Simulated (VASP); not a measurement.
Wanted: the native input for a VASP 6.6.1 run.

```yaml
Task: single point
Functional: LDA
Potentials_or_basis: VASP PAW LDA potentials, release 64 (Si)
Cutoff: 520 eV
k_mesh: 12 × 12 × 6
Occupations: gaussian, width 0.03 eV
Spin: no spin polarisation
Dipole_correction: no
Further_INCAR_settings: ALGO = Normal; EDIFF = 1e-06; NBANDS = 16
```

The structure of Si lies in POSCAR:

```
Si
1.0
    3.6181519190      0.0000000000      0.0000000000
   -1.8090759595      3.1334114766      0.0000000000
    0.0000000000      0.0000000000      6.9428717174
Si
4
Direct
    0.3333333333      0.6666666667      0.0868883759
    0.6666666667      0.3333333333      0.5868883759
    0.3333333333      0.6666666667      0.4131116241
    0.6666666667      0.3333333333      0.9131116241
```

This isn't the form of Si at room conditions, which is diamond.

This cell differs from its parent crystal: atoms shifted along a free coordinate, c/a of the conventional cell at fixed volume 1.9189.

These files were run (other wordings do the same):

INCAR

```
ALGO = Normal ; EDIFF = 1E-6
ENCUT = 520 ; ISIF = 2
ISMEAR = 0 ; LASPH = T
LCHARG = F ; LREAL = F
LWAVE = F ; NBANDS = 16
NELM = 100 ; PREC = Accurate
SIGMA = 0.03
```

KPOINTS

```
k-points
0
Gamma
  12 12 6
```

Potentials or basis: VASP PAW LDA potentials, release 64 (Si).

Command:

```console
$ cat potpaw_LDA.64/Si/POTCAR > POTCAR
$ mpirun -np 1 vasp_std > vasp.out
```

It gave:

| Property | Result |
| --- | --- |
| Pressure | -2.9 GPa |
| Largest force | 2.645 eV/Å |
| Band gap on the k mesh | zero (bands 8 and 9 overlap by 1.65 eV) |

Caveat: forces of over 1 eV/Å act on the atoms, so gaps and moduli don't describe the material at rest.

Wall time 100 s on 1 thread of Intel Xeon 8259CL, on a shared host, peak memory 0.2 GiB.
